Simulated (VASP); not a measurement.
# Ge (Fd-3m) in VASP: notebook

The runs below take Ge through relaxation of cell and atoms, with LDA.

All numbers are computed with VASP 6.6.1; they aren't measurements. Logs are shortened: lines on timing, memory, paths and dates and some standing lists are left out, and cuts for length are marked.

**1. The cell of the first run**

Symmetry: Fd-3m, No. 227, cubic system. The conventional cell has a = 5.623 Å, b = 5.623 Å, c = 5.623 Å, α = 90.00°, β = 90.00°, γ = 90.00°. Ge (site symmetry -43m) has 4 Ge at 2.43 Å within 3.2 Å.

**2. Relaxation of cell and atoms, LDA, target pressure 15 GPa, at which the enthalpy is minimised**

INCAR

```
PREC = Accurate
ENCUT = 600
EDIFF = 1E-6
ISMEAR = -1
SIGMA = 0.1
LREAL = F
LASPH = T
NELM = 80
ALGO = Normal
ISIF = 3
LWAVE = F
LCHARG = F
GGA = CA
IBRION = 2
NSW = 100
EDIFFG = -0.002
PSTRESS = 150.0
```

KPOINTS

```
regular mesh
0
Gamma
  14 14 14
```

POSCAR

```
Ge
1.0
    0.0000000000      2.8113408934      2.8113408934
    2.8113408934      0.0000000000      2.8113408934
    2.8113408934      2.8113408934      0.0000000000
Ge
2
Direct
    0.5000000000      0.5000000000      0.5000000000
    0.7500000000      0.7500000000      0.7500000000
```

Potentials or basis: VASP PAW LDA potentials, release 64 (Ge_d).

Started as:

```bash
> cat potpaw_LDA.64/Ge_d/POTCAR > POTCAR
> mpirun -np 1 vasp_std > vasp.out
```

OUTCAR:

```text
PREC = Accurate
   ENCUT = 600
   EDIFF = 1E-6
   ISMEAR = -1
   LREAL = F
   LASPH = T
   NELM = 80
   ISIF = 3
   GGA = CA
   IBRION = 2
   NSW = 100
   EDIFFG = -0.002
   PSTRESS = 150.0

 ion  position               nearest neighbor table
   1  0.500  0.500  0.500-   2 2.43   2 2.43   2 2.43   2 2.43
   2  0.750  0.750  0.750-   1 2.43   1 2.43   1 2.43   1 2.43

  LATTYP: Found a face centered cubic cell.
 ALAT       =     5.6226817868

  Lattice vectors:

 A1 = (   0.0000000000,   2.8113408934,   2.8113408934)
 A2 = (   2.8113408934,   0.0000000000,   2.8113408934)
 A3 = (   2.8113408934,   2.8113408934,   0.0000000000)

Analysis of symmetry for initial positions (statically):
=====================================================================
 Subroutine PRICEL returns:
 Original cell was already a primitive cell.

 Routine SETGRP: Setting up the symmetry group for a
 face centered cubic supercell.

 Subroutine GETGRP returns: Found 48 space group operations
 (whereof 24 operations were pure point group operations)
 out of a pool of 48 trial point group operations.

The static configuration has the point symmetry T_d .
 The point group associated with its full space group is O_h .

Analysis of symmetry for dynamics (positions and initial velocities):
=====================================================================
 Subroutine PRICEL returns:
 Original cell was already a primitive cell.

 Routine SETGRP: Setting up the symmetry group for a
 face centered cubic supercell.

 Subroutine GETGRP returns: Found 48 space group operations
 (whereof 24 operations were pure point group operations)
 out of a pool of 48 trial point group operations.

The dynamic configuration has the point symmetry T_d .
 The point group associated with its full space group is O_h .

 Subroutine INISYM returns: Found 48 space group operations
 (whereof 24 operations are pure point group operations),
 and found     1 'primitive' translations

----------------------------------------------------------------------------------------

                                     Primitive cell

  volume of cell :      44.4396

  direct lattice vectors                    reciprocal lattice vectors
     0.000000000  2.811340893  2.811340893    -0.177851075  0.177851075  0.177851075
     2.811340893  0.000000000  2.811340893     0.177851075 -0.177851075  0.177851075
     2.811340893  2.811340893  0.000000000     0.177851075  0.177851075 -0.177851075

  length of vectors
     3.975836420  3.975836420  3.975836420     0.308047098  0.308047098  0.308047098

  position of ions in fractional coordinates (direct lattice)
     0.500000000  0.500000000  0.500000000
     0.750000000  0.750000000  0.750000000

  ion indices of the primitive-cell ions
   primitive index   ion index
                 1           1
                 2           2

----------------------------------------------------------------------------------------

 KPOINTS: regular mesh

Automatic generation of k-mesh.
 Grid dimensions read from file:
 generate k-points for:   14   14   14

 Generating k-lattice:

  Cartesian coordinates                     Fractional coordinates (reciprocal lattice)
    -0.012703648  0.012703648  0.012703648     0.071428571  0.000000000  0.000000000
     0.012703648 -0.012703648  0.012703648     0.000000000  0.071428571  0.000000000
     0.012703648  0.012703648 -0.012703648     0.000000000  0.000000000  0.071428571

  Length of vectors
     0.022003364  0.022003364  0.022003364

  Shift w.r.t. Gamma in fractional coordinates (k-lattice)
     0.000000000  0.000000000  0.000000000

 Subroutine IBZKPT returns following result:
 ===========================================

 Found    104 irreducible k-points:

 Following reciprocal coordinates:
            Coordinates               Weight
  0.000000  0.000000  0.000000      1.000000
  0.071429  0.000000  0.000000      8.000000
  0.142857  0.000000  0.000000      8.000000
  0.214286  0.000000  0.000000      8.000000
  0.285714  0.000000  0.000000      8.000000
  0.357143  0.000000  0.000000      8.000000
[... 16 lines left out ...]
  0.214286  0.142857  0.000000     24.000000
  0.285714  0.142857  0.000000     24.000000
 [... further k-points ...]
   k-points           NKPTS =    104   k-points in BZ     NKDIM =    104   number of bands    NBANDS=     18
   number of dos      NEDOS =    301   number of ions     NIONS =      2
   total plane-waves  NPLWV =  32768
   dimension x,y,z NGX =    32 NGY =   32 NGZ =   32
   dimension x,y,z NGXF=    64 NGYF=   64 NGZF=   64
   ions per type =               2
   NGX,Y,Z   is equivalent  to a cutoff of  13.38, 13.38, 13.38 a.u.
   NGXF,Y,Z  is equivalent  to a cutoff of  26.76, 26.76, 26.76 a.u.
 SYSTEM =  unknown system
   PREC   = accura    normal or accurate (medium, high low for compatibility)
   ISTART =      0    job   : 0-new  1-cont  2-samecut
   ICHARG =      2    charge: 1-file 2-atom 10-const
   ISPIN  =      1    spin polarized calculation?
   LNONCOLLINEAR =      F non collinear calculations
   LSORBIT =      F    spin-orbit coupling
   LASPH  =      T    aspherical Exc in radial PAW
   ENCUT  =  600.0 eV  44.10 Ry    6.64 a.u.   7.94  7.94  7.94*2*pi/ulx,y,z
   NELM   =     80;   NELMIN=  2; NELMDL= -5     # of ELM steps
   EDIFF  = 0.1E-05   stopping-criterion for ELM
   LREAL  =      F    real-space projection
   EDIFFG = -.2E-02   stopping-criterion for IOM
   NSW    =    100    number of steps for IOM
   IBRION =      2    ionic relax: 0-MD 1-quasi-New 2-CG
   NFREE  =      1    steps in history (QN), initial steepest desc. (CG)
   ISIF   =      3    stress and relaxation
   ISYM   =      2    0-nonsym 1-usesym 2-fastsym
   POTIM  = 0.5000    time-step for ionic-motion
   TEBEG  =    0.0;   TEEND  =   0.0 temperature during run
   PSTRESS=  150.0 pullay stress
   NELECT =      28.0000    total number of electrons
   NUPDOWN=      -1.0000    fix difference up-down
   EMIN   =  10.00;   EMAX   =-10.00  energy-range for DOS
   EFERMI =   0.00;   METHOD = LEGACY
   ISMEAR =    -1;   SIGMA  =   0.10  broadening in eV -4-tet -1-fermi 0-gaus
   EFERMI_NEDOS =   21; number of points for ismear=-14 and -15
   IALGO  =     38    algorithm
   IMIX   =      4    mixing-type and parameters
     AMIX     =   0.40;   BMIX     =  1.00
     AMIX_MAG =   1.60;   BMIX_MAG =  1.00
  volume/ion in A,a.u.               =      22.22       149.95
  Fermi-wavevector in a.u.,A,eV,Ry     =   1.403473  2.652179 26.799884  1.969736
  Thomas-Fermi vector in A             =   2.526131
   LORBIT       =      0    0 simple, 1 ext, 2 COOP (PROOUT), +10 PAW based schemes
   GGA     = CA    functional components
   LHFCALC =     F    Hartree Fock is set to
   AEXX    =    0.0000 exact exchange contribution
   IVDW    =     0    specifies the selected vdW correction
   LEPSILON=     F    determine dielectric tensor
   LRPA    =     F    only Hartree local field effects (RPA)
 conjugate gradient relaxation of ions
 non-spin polarized calculation
  energy-cutoff  :      600.00
  volume of cell :       44.44
 maximum number of plane-waves:      1524
   NGX = 15   NGY = 15   NGZ = 15

--------------------------------------- Ionic step        1  -------------------------------------------

 number of electron      27.9999994 magnetization

 Free energy of the ion-electron system (eV)
  ---------------------------------------------------
  ext. energy  EPLUGINS =         0.00000000
  ---------------------------------------------------
  free energy    TOTEN  =       -10.39284127 eV

  energy without entropy =      -10.39057738  energy(sigma->0) =      -10.39170933

------------------------ aborting loop because EDIFF is reached ----------------------------------------

  FORCE on cell =-STRESS in cart. coord.  units (eV):
  Direction    XX          YY          ZZ          XY          YZ          ZX
  --------------------------------------------------------------------------------------
  -------------------------------------------------------------------------------------
  Total        0.0554508      0.0554508      0.0554508      0.0000000      0.0000000     -0.0000000
  in kB        1.9991622      1.9991622      1.9991622      0.0000000      0.0000000     -0.0000000
  external PRESSURE =    -148.0008378 kB  Pullay stress =     150.0000000 kB
[... 213 lines left out ...]
  enthalpy is  TOTEN    =        -6.5471095670 eV   P V=        3.6073301754

--------------------------------------- Ionic step        7  -------------------------------------------

 number of electron      27.9999996 magnetization

 Free energy of the ion-electron system (eV)
  ---------------------------------------------------
  ext. energy  EPLUGINS =         0.00000000
  ---------------------------------------------------
  free energy    TOTEN  =       -10.14518110 eV

  energy without entropy =      -10.14329953  energy(sigma->0) =      -10.14424031

 E-fermi :   6.5605     XC(G=0): -11.0870

 val. band max:        6.4731296059   @ k =   0.0000   0.0000   0.0000
 cond. band min:       6.7072735900   @ k =   0.4286   0.4286   0.0000
 fundamental gap:      0.2341439840
 Fermi energy:         6.5605075359

 k-point     1 :       0.0000    0.0000    0.0000
  band No.  band energies     occupation
      1     -18.7841      2.00000
      2     -18.7841      2.00000
      3     -18.7841      2.00000
      4     -18.7329      2.00000
      5     -18.7329      2.00000
      6     -18.4148      2.00000
[... 10 lines left out ...]
     17       9.0496      0.00000
     18       9.0496      0.00000
[... 466 lines left out ...]
      2     -18.8079      2.00000
      3     -18.7777      2.00000
      4     -18.6884      2.00000
      5     -18.6511      2.00000
      6     -18.5108      2.00000
[... 10 lines left out ...]
     17      11.5325      0.00000
     18      11.8004      0.00000

 [... further k-points ...]

------------------------ aborting loop because EDIFF is reached ----------------------------------------

  FORCE on cell =-STRESS in cart. coord.  units (eV):
  Direction    XX          YY          ZZ          XY          YZ          ZX
  --------------------------------------------------------------------------------------
  -------------------------------------------------------------------------------------
  Total        3.5990470      3.5990470      3.5990470     -0.0000000      0.0000000     -0.0000000
  in kB      150.0455468    150.0455468    150.0455468     -0.0000000      0.0000000     -0.0000000
  external PRESSURE =       0.0455468 kB  Pullay stress =     150.0000000 kB
[... 17 lines left out ...]
  FREE ENERGIE OF THE ION-ELECTRON SYSTEM (eV)
  ---------------------------------------------------
  free  energy   TOTEN  =       -10.1451810982 eV

  energy  without entropy=      -10.1432995286  energy(sigma->0) =      -10.14424031

  enthalpy is  TOTEN    =        -6.5472266456 eV   P V=        3.5979544526

 reached required accuracy - stopping structural energy minimisation
```

It took 3.3 min on 1 thread of Intel Xeon Platinum 8488C (Sapphire Rapids), shared host; peak memory 0.22 GiB.

Results:

```
Free energy                                                : -10.1452 eV
Relaxed volume                                             : 19.22 Å³/atom
Relaxed cell                                               : a = 3.788 Å, b = 3.788 Å, c = 3.788 Å, α = 60.00°, β = 60.00°, γ = 60.00°
Space group after relaxing (to 0.1 Å)                      : Fd-3m (No. 227)
Energy change on relaxing (the run minimises the enthalpy) : +123.8 meV/atom
Ionic steps                                                : 7
Pressure after relaxing                                    : 15.0 GPa
Band gap on the k mesh                                     : 0.23 eV (least direct gap 1.44 eV)
```

The path:
| step | energy change (eV) | largest force (eV/Å) | pressure (GPa) | volume (Å³) |
| --- | --- | --- | --- | --- |
| 1 | 0.0000 | 0.0000 | 0.20 | 44.44 |
| 2 | 1.3192 | 0.0000 | 47.20 | 32.50 |
| 3 | 0.2295 | 0.0000 | 14.27 | 38.63 |
| 4 | 0.2449 | 0.0000 | 14.91 | 38.46 |
| 5 | 0.2556 | 0.0000 | 15.31 | 38.35 |
| 6 | 0.2384 | 0.0000 | 14.59 | 38.53 |
| 7 | 0.2477 | 0.0000 | 15.00 | 38.43 |

Final structure:
```
CELL_PARAMETERS angstrom
0.00000 2.67844 2.67844
2.67844 0.00000 2.67844
2.67844 2.67844 0.00000
ATOMIC_POSITIONS crystal
Ge 0.50000 0.50000 0.50000
Ge 0.75000 0.75000 0.75000
```

Levels at points of the mesh, in eV from the valence-band top:
```tsv
k point	band 10	band 11	band 12	band 13	band 14	band 15	band 16	band 17	band 18
(0.00, 0.00, 0.00)	-24.85	-14.17	0.00	0.00	0.00	1.44	2.58	2.58	2.58
(0.50, 0.00, 0.00)	-24.82	-11.64	-8.52	-1.68	-1.68	0.62	3.78	3.78	7.01
(0.50, 0.50, 0.00)	-24.80	-9.62	-9.62	-3.70	-3.70	0.42	0.42	10.83	10.83
```

Caveat: the cell is relaxed towards a set pressure, so the run minimises the enthalpy, not the energy.

**3. Relaxation of cell and atoms, LDA**

This run uses another cell than the first one, of 22.64 Å³/atom.

INCAR: that of step 2 with these lines changed.

```diff
@@ -16,2 +16 @@
 EDIFFG = -0.002
-PSTRESS = 150.0
```

KPOINTS is that of step 2.

POSCAR

```
Ge
1.0
    0.0000000000      2.8289100000      2.8289100000
    2.8289100000      0.0000000000      2.8289100000
    2.8289100000      2.8289100000      0.0000000000
Ge
2
Direct
    0.5000000000      0.5000000000      0.5000000000
    0.7500000000      0.7500000000      0.7500000000
```

Potentials or basis: VASP PAW LDA potentials, release 64 (Ge_d).

Started as:

```bash
> cat potpaw_LDA.64/Ge_d/POTCAR > POTCAR
> mpirun -np 1 vasp_std > vasp.out
```

It took 95 s on 1 thread of Intel Xeon Platinum 8488C (Sapphire Rapids), shared host; peak memory 0.22 GiB.

It converged, with:

* Free energy: -10.3930 eV
* Relaxed volume: 22.26 Å³/atom
* Relaxed cell: a = 3.978 Å, b = 3.978 Å, c = 3.978 Å, α = 60.00°, β = 60.00°, γ = 60.00°
* Space group after relaxing (to 0.1 Å): Fd-3m (No. 227)
* Energy gained by relaxing: 1.3 meV/atom
* Ionic steps: 3
* Pressure after relaxing: 0.0 GPa
* Band gap on the k mesh: 0.01 eV

Step by step:
| step | energy change (eV) | largest force (eV/Å) | pressure (GPa) | volume (Å³) |
| --- | --- | --- | --- | --- |
| 1 | 0.0000 | 0.0000 | -1.11 | 45.28 |
| 2 | -0.0022 | 0.0000 | 0.30 | 44.26 |
| 3 | -0.0026 | 0.0000 | -0.01 | 44.52 |

Final structure:
```cif
data_structure
_symmetry_space_group_name_H-M 'P 1'
_symmetry_Int_Tables_number 1
_cell_length_a 3.9782
_cell_length_b 3.9782
_cell_length_c 3.9782
_cell_angle_alpha 60.000
_cell_angle_beta 60.000
_cell_angle_gamma 60.000
_cell_volume 44.52
loop_
_atom_site_label
_atom_site_type_symbol
_atom_site_fract_x
_atom_site_fract_y
_atom_site_fract_z
_atom_site_occupancy
Ge1 Ge 0.50000 0.50000 0.50000 1
Ge2 Ge 0.75000 0.75000 0.75000 1
```

Levels at points of the mesh, in eV from the valence-band top:
```tsv
k point	band 11	band 12	band 13	band 14	band 15	band 16	band 17	band 18
(0.00, 0.00, 0.00)	-12.93	0.00	0.00	0.00	0.01	2.54	2.54	2.54
(0.50, 0.00, 0.00)	-10.80	-7.71	-1.43	-1.43	0.12	3.73	3.73	6.98
(0.50, 0.50, 0.00)	-8.99	-8.99	-3.13	-3.13	0.65	0.65	9.55	9.55
```

Caveat: the smearing spreads over this small gap.

The gap in the log of VASP goes by the Fermi energy; the results here count the filled bands.